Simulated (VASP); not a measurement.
## SiO2: single point with r2SCAN

SiO2:

```
Si O
1.0
     0.00000    2.26415   -2.26415
     4.52829    0.00000    0.00000
    -2.26415   -4.52829   -2.26415
Si O
3 6
Cartesian
  0.0000 -2.2641 -2.2641
  2.2641 0.0000 -2.2641
  4.5283 2.2641 -2.2641
  1.1321 -1.1321 -1.1321
  3.3962 1.1321 -1.1321
  -1.1321 -1.1321 -3.3962
  1.1321 -1.1321 -3.3962
  3.3962 -1.1321 -1.1321
  1.1321 1.1321 -1.1321
```

| Quantity | Value |
| --- | --- |
| Program | VASP 6.6.1 |
| Task | single point |
| Functional | r2SCAN |
| Potentials or basis | VASP PAW PBE potentials, release 64 (Si, O) |
| Cutoff | 520 eV |
| k mesh | 8 × 8 × 8 |
| Occupations | gaussian, width 0.02 eV |
| Spin | no spin polarisation |
| Dipole correction | no |
| Further INCAR settings | ALGO = Normal; EDIFF = 1e-06; NBANDS = 34 |

| Property | Result |
| --- | --- |
| Pressure | 0.6 GPa |
| Band gap on the k mesh | 2.68 eV |

Levels at points of the mesh, in eV from the valence-band top:
```tsv
k point	band 21	band 22	band 23	band 24	band 25	band 26	band 27	band 28
(0.00, 0.00, 0.00)	-2.37	-2.37	-0.53	-0.53	2.92	5.79	5.79	6.69
(0.50, 0.00, 0.00)	-1.05	-1.05	-1.05	0.00	2.68	5.03	5.03	8.76
(0.00, 0.50, 0.00)	-2.47	-2.47	-2.22	-2.22	4.81	4.81	6.86	7.42
(0.50, 0.50, 0.00)	-1.43	-1.43	-0.95	-0.95	5.93	5.93	6.86	9.30
(0.00, 0.00, 0.50)	-1.67	-1.05	-1.05	0.00	2.68	5.35	5.35	7.64
```

Run time: 5.1 min on 1 thread of Intel(R) Xeon(R) 6975P-C (Granite Rapids), with other jobs on the host, peak memory 0.29 GiB.

Caveat: the PAW data sets were made with another functional, which shifts forces and pressure a little. A k mesh can miss the band edges.
